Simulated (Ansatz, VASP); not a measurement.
Given: the input of a run of Ansatz 0.2.0 on EuS.

input.yaml

```yaml
crystal:
  lattice:
    - [0.0, 2.9785, 2.9785]
    - [2.9785, 0.0, 2.9785]
    - [2.9785, 2.9785, 0.0]
  atoms:
    - { symbol: Eu, position: [0.0, 0.0, 0.0], spin: 7.0 }
    - { symbol: S, position: [0.5, 0.5, 0.5] }
hamiltonian:
  xc:
    exchange: hjs_pbesol
    correlation: pbesol
    exx: { coeff: 0.25, omega: 0.207 }
  pseudopotentials: { kind: paw }
magnetization:
  spin_polarized: true
kpoints:
  mp_grid: { grid: [4, 4, 4] }
scf:
  occupations: { method: fermi_dirac, width: 0.05 }
output:
  forces: true
  stress: true
relax:
  f_tol: 0.01
  max_steps: 40
  cell: { stress_tol: 0.05 }
```

Potentials or basis: Ansatz PAW.

The run is started by

```bash
$ ansatz run input.yaml --threads 2 --pin off --max-ram 5632MiB --backend cpu --events-out ev --progress --plain --runs-dir out
```

Set up the same calculation for VASP 6.6.1. Potentials there: VASP PAW PBE potentials, release 64 (Eu, S).

As run (the cutoff follows the program's own potentials):

File POSCAR:

```
EuS
1.0
    0.0000000000      2.9785000000      2.9785000000
    2.9785000000      0.0000000000      2.9785000000
    2.9785000000      2.9785000000      0.0000000000
Eu S
1 1
Direct
    0.0000000000      0.0000000000      0.0000000000
    0.5000000000      0.5000000000      0.5000000000
```

Contents of INCAR.step1:

```
ALGO = Normal ; EDIFF = 1E-5
EDIFFG = -0.005 ; ENCUT = 600
GGA = PE ; GGA_COMPAT = False
IBRION = 2 ; ISIF = 3
ISMEAR = -1 ; ISPIN = 2
KPAR = 4 ; LASPH = True
LCHARG = False ; LMAXMIX = 6
LORBIT = 11 ; LREAL = False
LWAVE = True ; MAGMOM = 7 0
NBANDS = 22 ; NELM = 200
NELMIN = 4 ; NSW = 100
PREC = Accurate ; SIGMA = 0.05
```

Contents of INCAR.step2:

```
AEXX = 0.25 ; ALGO = Normal
EDIFF = 1E-7 ; EDIFFG = -0.01
ENCUT = 600 ; GGA = PS
GGA_COMPAT = False ; HFSCREEN = 0.207
IBRION = 2 ; ISIF = 3
ISMEAR = -1 ; ISPIN = 2
ISTART = 1 ; KPAR = 4
LASPH = True ; LCHARG = False
LHFCALC = True ; LMAXMIX = 6
LORBIT = 11 ; LREAL = False
LWAVE = False ; MAGMOM = 7 0
NELM = 200 ; NELMIN = 4
NSW = 60 ; PREC = Accurate
PRECFOCK = Normal ; SIGMA = 0.05
```

File KPOINTS:

```
k-points
0
Gamma
  4 4 4
```

Potentials or basis: VASP PAW PBE potentials, release 64 (Eu, S).

Run with:

```console
$ cat potpaw_PBE.64/Eu/POTCAR potpaw_PBE.64/S/POTCAR > POTCAR
$ cp INCAR.step1 INCAR
$ mpirun -np 4 vasp_std > vasp.out
$ cp INCAR.step2 INCAR
$ mpirun -np 4 vasp_std > vasp.out
```

Both were run:

|  | VASP | Ansatz | Ansatz less VASP |
| --- | --- | --- | --- |
| gap on the k mesh at the Fermi level, each at its own relaxed structure (eV) | 0.17 | 0.43 | +0.258 |
| net moment per atom (μB) | 3.50 | 3.50 | 0.000 |
| size of the moment on the site where the two differ most (μB) | 6.71 | 6.88 | +0.163 |
| relaxed volume (Å³/atom) | 25.47 | 25.69 | +0.222 |
| relaxed length of the cell vector where the two differ most in proportion (Å) | 4.161 | 4.173 | +0.0120 |

VASP's potentials were made for PBE, not for PBEsol-based screened hybrid. Site moments also hang on the region over which each program counts them. One of these differences is far larger than is usual between the two programs; its cause wasn't traced.

The k mesh is coarse, so the values compare programs but aren't converged. Spin-orbit coupling is off throughout. Noted on Ansatz's run: the magnetic or orbital state may not be the lowest; the plane-wave basis is chosen anew once the cell has moved, so the energies of steps on either side of that aren't comparable.
